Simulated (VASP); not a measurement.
# AlN (mix) (F-43m) in VASP: single point with PBE

Aim: the single point of AlN (mix) with PBE.

Everything below comes from runs of VASP 6.6.1. Logs are shortened: lines on timing, memory, paths and dates and some standing lists are left out, and cuts for length are marked.

## 1. The cell of the first run

It takes space group F-43m (No. 216, cubic). The conventional cell has a = 4.403 Å, b = 4.403 Å, c = 4.403 Å, α = 90.00°, β = 90.00°, γ = 90.00°. Al (site symmetry -43m) has 4 N at 1.91 Å within 2.5 Å. Within 2.5 Å of N (site symmetry -43m) lie 4 Al at 1.91 Å.

## 2. Single point, PBE

File INCAR:

```
PREC     = Accurate       # precision mode
ENCUT    = 600            # plane-wave cutoff, eV
EDIFF    = 1E-6           # SCF threshold, eV
ISMEAR   = 0              # smearing method
SIGMA    = 0.02           # smearing width, eV
LREAL    = False          # projectors in reciprocal space
LASPH    = True           # aspherical terms in the spheres
NELM     = 120            # most SCF steps
ALGO     = Normal         # electronic algorithm
ISIF     = 2              # what is computed and relaxed
LWAVE    = False          # write WAVECAR
LCHARG   = False          # write CHGCAR
GGA      = PE             # functional
NBANDS   = 11             # bands
GGA_COMPAT= False
```

File KPOINTS:

```
regular mesh
0
Gamma
  10 10 10
```

File POSCAR:

```
AlN
1.0
    0.0000000000      2.2015860081      2.2015860081
    2.2015860081      0.0000000000      2.2015860081
    2.2015860081      2.2015860081      0.0000000000
Al N
1 1
Direct
    0.0000000000      0.0000000000      0.0000000000
    0.7500000000      0.7500000000      0.7500000000
```

Potentials or basis: VASP PAW PBE potentials, release 64 (Al, N).

Run with:

```sh
> cat potpaw_PBE.64/Al/POTCAR potpaw_PBE.64/N/POTCAR > POTCAR
> mpirun -np 1 vasp_std > vasp.out
```

OUTCAR:

```text
PREC = Accurate
   ENCUT = 600
   EDIFF = 1E-6
   ISMEAR = 0
   LREAL = False
   LASPH = True
   NELM = 120
   ISIF = 2
   GGA = PE

 ion  position               nearest neighbor table
   1  0.000  0.000  0.000-   2 1.91   2 1.91   2 1.91   2 1.91
   2  0.750  0.750  0.750-   1 1.91   1 1.91   1 1.91   1 1.91

  LATTYP: Found a face centered cubic cell.
 ALAT       =     4.4031720162

  Lattice vectors:

 A1 = (   0.0000000000,   2.2015860081,   2.2015860081)
 A2 = (   2.2015860081,   0.0000000000,   2.2015860081)
 A3 = (   2.2015860081,   2.2015860081,   0.0000000000)

Analysis of symmetry for initial positions (statically):
=====================================================================
 Subroutine PRICEL returns:
 Original cell was already a primitive cell.

 Routine SETGRP: Setting up the symmetry group for a
 face centered cubic supercell.

 Subroutine GETGRP returns: Found 24 space group operations
 (whereof 24 operations were pure point group operations)
 out of a pool of 48 trial point group operations.

The static configuration has the point symmetry T_d .

Analysis of symmetry for dynamics (positions and initial velocities):
=====================================================================
 Subroutine PRICEL returns:
 Original cell was already a primitive cell.

 Routine SETGRP: Setting up the symmetry group for a
 face centered cubic supercell.

 Subroutine GETGRP returns: Found 24 space group operations
 (whereof 24 operations were pure point group operations)
 out of a pool of 48 trial point group operations.

The dynamic configuration has the point symmetry T_d .

 Subroutine INISYM returns: Found 24 space group operations
 (whereof 24 operations are pure point group operations),
 and found     1 'primitive' translations

----------------------------------------------------------------------------------------

                                     Primitive cell

  volume of cell :      21.3421

  direct lattice vectors                    reciprocal lattice vectors
     0.000000000  2.201586008  2.201586008    -0.227109001  0.227109001  0.227109001
     2.201586008  0.000000000  2.201586008     0.227109001 -0.227109001  0.227109001
     2.201586008  2.201586008  0.000000000     0.227109001  0.227109001 -0.227109001

  length of vectors
     3.113512791  3.113512791  3.113512791     0.393364329  0.393364329  0.393364329

  position of ions in fractional coordinates (direct lattice)
     0.000000000  0.000000000  0.000000000
     0.750000000  0.750000000  0.750000000

  ion indices of the primitive-cell ions
   primitive index   ion index
                 1           1
                 2           2

----------------------------------------------------------------------------------------

 KPOINTS: regular mesh

Automatic generation of k-mesh.
 Grid dimensions read from file:
 generate k-points for:   10   10   10

 Generating k-lattice:

  Cartesian coordinates                     Fractional coordinates (reciprocal lattice)
    -0.022710900  0.022710900  0.022710900     0.100000000  0.000000000  0.000000000
     0.022710900 -0.022710900  0.022710900     0.000000000  0.100000000  0.000000000
     0.022710900  0.022710900 -0.022710900     0.000000000  0.000000000  0.100000000

  Length of vectors
     0.039336433  0.039336433  0.039336433

  Shift w.r.t. Gamma in fractional coordinates (k-lattice)
     0.000000000  0.000000000  0.000000000

 Subroutine IBZKPT returns following result:
 ===========================================

 Found     47 irreducible k-points:

 Following reciprocal coordinates:
            Coordinates               Weight
  0.000000  0.000000  0.000000      1.000000
  0.100000  0.000000  0.000000      8.000000
  0.200000  0.000000  0.000000      8.000000
  0.300000  0.000000  0.000000      8.000000
  0.400000  0.000000  0.000000      8.000000
  0.500000  0.000000  0.000000      4.000000
[... 16 lines left out ...]
  0.300000  0.300000  0.000000      6.000000
  0.400000  0.300000  0.000000     24.000000
 [... further k-points ...]
   k-points           NKPTS =     47   k-points in BZ     NKDIM =     47   number of bands    NBANDS=     11
   number of dos      NEDOS =    301   number of ions     NIONS =      2
   total plane-waves  NPLWV =  21952
   dimension x,y,z NGX =    28 NGY =   28 NGZ =   28
   dimension x,y,z NGXF=    56 NGYF=   56 NGZF=   56
   ions per type =               1   1
   NGX,Y,Z   is equivalent  to a cutoff of  14.95, 14.95, 14.95 a.u.
   NGXF,Y,Z  is equivalent  to a cutoff of  29.90, 29.90, 29.90 a.u.
 SYSTEM =  unknown system
   PREC   = accura    normal or accurate (medium, high low for compatibility)
   ISTART =      0    job   : 0-new  1-cont  2-samecut
   ICHARG =      2    charge: 1-file 2-atom 10-const
   ISPIN  =      1    spin polarized calculation?
   LNONCOLLINEAR =      F non collinear calculations
   LSORBIT =      F    spin-orbit coupling
   LASPH  =      T    aspherical Exc in radial PAW
   ENCUT  =  600.0 eV  44.10 Ry    6.64 a.u.   6.22  6.22  6.22*2*pi/ulx,y,z
   NELM   =    120;   NELMIN=  2; NELMDL= -5     # of ELM steps
   EDIFF  = 0.1E-05   stopping-criterion for ELM
   LREAL  =      F    real-space projection
   EDIFFG = 0.1E-04   stopping-criterion for IOM
   NSW    =      0    number of steps for IOM
   IBRION =     -1    ionic relax: 0-MD 1-quasi-New 2-CG
   NFREE  =      0    steps in history (QN), initial steepest desc. (CG)
   ISIF   =      2    stress and relaxation
   ISYM   =      2    0-nonsym 1-usesym 2-fastsym
   POTIM  = 0.5000    time-step for ionic-motion
   TEBEG  =    0.0;   TEEND  =   0.0 temperature during run
   PSTRESS=    0.0 pullay stress
   NELECT =       8.0000    total number of electrons
   NUPDOWN=      -1.0000    fix difference up-down
   EMIN   =  10.00;   EMAX   =-10.00  energy-range for DOS
   EFERMI =   0.00;   METHOD = LEGACY
   ISMEAR =     0;   SIGMA  =   0.02  broadening in eV -4-tet -1-fermi 0-gaus
   EFERMI_NEDOS =   21; number of points for ismear=-14 and -15
   IALGO  =     38    algorithm
   IMIX   =      4    mixing-type and parameters
     AMIX     =   0.40;   BMIX     =  1.00
     AMIX_MAG =   1.60;   BMIX_MAG =  1.00
  volume/ion in A,a.u.               =      10.67        72.01
  Fermi-wavevector in a.u.,A,eV,Ry     =   1.180391  2.230615 18.957305  1.393323
  Thomas-Fermi vector in A             =   2.316684
   LORBIT       =      0    0 simple, 1 ext, 2 COOP (PROOUT), +10 PAW based schemes
   GGA     = PE    functional components
   LHFCALC =     F    Hartree Fock is set to
   AEXX    =    0.0000 exact exchange contribution
   IVDW    =     0    specifies the selected vdW correction
   LEPSILON=     F    determine dielectric tensor
   LRPA    =     F    only Hartree local field effects (RPA)
 non-spin polarized calculation
 Gauss-broadening in eV      SIGMA  =   0.02
  energy-cutoff  :      600.00
  volume of cell :       21.34
 maximum number of plane-waves:       728
 NGX is ok and might be reduce to    28
   NGX = 13   NGY = 13   NGZ = 13

 number of electron       8.0000000 magnetization

 Free energy of the ion-electron system (eV)
  ---------------------------------------------------
  ext. energy  EPLUGINS =         0.00000000
  ---------------------------------------------------
  free energy    TOTEN  =       -14.84892112 eV

  energy without entropy =      -14.84892112  energy(sigma->0) =      -14.84892112

 E-fermi :   5.9285     XC(G=0): -10.8293

 val. band max:        5.7449428375   @ k =   0.0000   0.0000   0.0000
 cond. band min:       9.0500557921   @ k =   0.5000   0.5000   0.0000
 fundamental gap:      3.3051129546
 Fermi energy:         5.9284569844

 k-point     1 :       0.0000    0.0000    0.0000
  band No.  band energies     occupation
      1      -9.0983      2.00000
      2       5.7449      2.00000
      3       5.7449      2.00000
      4       5.7449      2.00000
      5       9.7294      0.00000
      6      18.0687      0.00000
      7      18.0687      0.00000
      8      18.0687      0.00000
      9      23.2414      0.00000
     10      23.2414      0.00000
     11      24.5969      0.00000

 k-point     2 :       0.1000    0.0000    0.0000
  band No.  band energies     occupation
      1      -8.9560      2.00000
      2       4.9339      2.00000
      3       5.6936      2.00000
      4       5.6936      2.00000
      5      10.3968      0.00000
      6      17.6814      0.00000
      7      18.1996      0.00000
      8      18.1996      0.00000
      9      22.0035      0.00000
     10      22.0035      0.00000
     11      23.8195      0.00000

 k-point     3 :       0.2000    0.0000    0.0000
  band No.  band energies     occupation
      1      -8.5518      2.00000
      2       3.3495      2.00000
      3       5.5656      2.00000
      4       5.5656      2.00000
      5      11.5219      0.00000
      6      16.8892      0.00000
      7      18.1493      0.00000
      8      18.1493      0.00000
      9      21.4633      0.00000
     10      21.4633      0.00000
     11      22.9431      0.00000

 k-point     4 :       0.3000    0.0000    0.0000
  band No.  band energies     occupation
      1      -7.9662      2.00000
      2       1.7366      2.00000
      3       5.4189      2.00000
      4       5.4189      2.00000
      5      12.3627      0.00000
      6      16.1505      0.00000
      7      17.5292      0.00000
      8      17.5292      0.00000
      9      22.4735      0.00000
     10      22.4735      0.00000
     11      22.7246      0.00000

 k-point     5 :       0.4000    0.0000    0.0000
  band No.  band energies     occupation
      1      -7.3837      2.00000
      2       0.4849      2.00000
      3       5.3083      2.00000
      4       5.3083      2.00000
      5      12.7864      0.00000
      6      15.6368      0.00000
      7      16.9530      0.00000
      8      16.9530      0.00000
      9      23.1104      0.00000
     10      24.2552      0.00000
     11      24.2552      0.00000
[... 211 lines left out ...]
 k-point    21 :      -0.3000    0.2000    0.0000
  band No.  band energies     occupation
      1      -7.2339      2.00000
      2       1.2102      2.00000
      3       3.5833      2.00000
      4       5.2294      2.00000
      5      13.5241      0.00000
      6      14.5906      0.00000
      7      17.2824      0.00000
      8      17.8858      0.00000
      9      21.9088      0.00000
     10      24.1346      0.00000
     11      26.7339      0.00000

 k-point    22 :      -0.2000    0.2000    0.0000
  band No.  band energies     occupation
      1      -7.7739      2.00000
      2       2.0303      2.00000
      3       4.0808      2.00000
      4       5.4900      2.00000
      5      13.1237      0.00000
      6      15.5199      0.00000
      7      16.9228      0.00000
      8      18.0686      0.00000
      9      20.5193      0.00000
     10      23.8870      0.00000
     11      26.8205      0.00000

 k-point    23 :       0.3000    0.3000    0.0000
  band No.  band energies     occupation
      1      -7.6020      2.00000
      2       2.2613      2.00000
      3       4.5238      2.00000
      4       4.5238      2.00000
      5      10.9972      0.00000
      6      15.2767      0.00000
      7      17.3763      0.00000
      8      19.9737      0.00000
      9      19.9737      0.00000
     10      25.8924      0.00000
     11      29.1050      0.00000

 k-point    24 :       0.4000    0.3000    0.0000
  band No.  band energies     occupation
      1      -7.1563      2.00000
      2       1.6448      2.00000
      3       4.0691      2.00000
      4       4.3621      2.00000
      5      10.6069      0.00000
      6      15.1170      0.00000
      7      17.7151      0.00000
      8      20.0699      0.00000
      9      20.5613      0.00000
     10      26.7826      0.00000
     11      28.8936      0.00000

 [... further k-points ...]

------------------------ aborting loop because EDIFF is reached ----------------------------------------

  FORCE on cell =-STRESS in cart. coord.  units (eV):
  Direction    XX          YY          ZZ          XY          YZ          ZX
  --------------------------------------------------------------------------------------
  -------------------------------------------------------------------------------------
  Total       -0.0544090     -0.0544090     -0.0544090     -0.0000000     -0.0000000     -0.0000000
  in kB       -4.0845514     -4.0845514     -4.0845514     -0.0000000     -0.0000000     -0.0000000
  external PRESSURE =      -4.0845514 kB  Pullay stress =       0.0000000 kB

 VOLUME and BASIS-vectors are now :
 -----------------------------------------------------------------------------
  energy-cutoff  :      600.00
  volume of cell :       21.34
      direct lattice vectors                 reciprocal lattice vectors
     0.000000000  2.201586008  2.201586008    -0.227109001  0.227109001  0.227109001
     2.201586008  0.000000000  2.201586008     0.227109001 -0.227109001  0.227109001
     2.201586008  2.201586008  0.000000000     0.227109001  0.227109001 -0.227109001

 POSITION                                       TOTAL-FORCE (eV/Angst)
 -----------------------------------------------------------------------------------
      0.00000      0.00000      0.00000        -0.000000     -0.000000     -0.000000
      3.30238      3.30238      3.30238         0.000000      0.000000      0.000000
 -----------------------------------------------------------------------------------
    total drift:                               -0.000000     -0.000000     -0.000000

  FREE ENERGIE OF THE ION-ELECTRON SYSTEM (eV)
  ---------------------------------------------------
  free  energy   TOTEN  =       -14.8489211165 eV

  energy  without entropy=      -14.8489211165  energy(sigma->0) =      -14.84892112
```

Wall time 9.6 s (1 thread of Intel Xeon 6975P-C, shared host); peak memory 0.15 GiB.

Results:

```
Free energy            : -14.8489 eV
Pressure               : -0.4 GPa
Band gap on the k mesh : 3.31 eV, indirect (least direct gap 3.98 eV)
```

Levels at points of the mesh, in eV from the valence-band top:
| k point | band 1 | band 2 | band 3 | band 4 | band 5 | band 6 | band 7 | band 8 | band 9 |
| --- | --- | --- | --- | --- | --- | --- | --- | --- | --- |
| (0.00, 0.00, 0.00) | -14.84 | 0.00 | 0.00 | 0.00 | 3.98 | 12.32 | 12.32 | 12.32 | 17.50 |
| (0.50, 0.00, 0.00) | -12.87 | -5.75 | -0.48 | -0.48 | 7.16 | 9.70 | 11.00 | 11.00 | 17.67 |
| (0.50, 0.50, 0.00) | -12.25 | -4.83 | -1.75 | -1.75 | 3.31 | 8.47 | 13.64 | 15.44 | 15.44 |
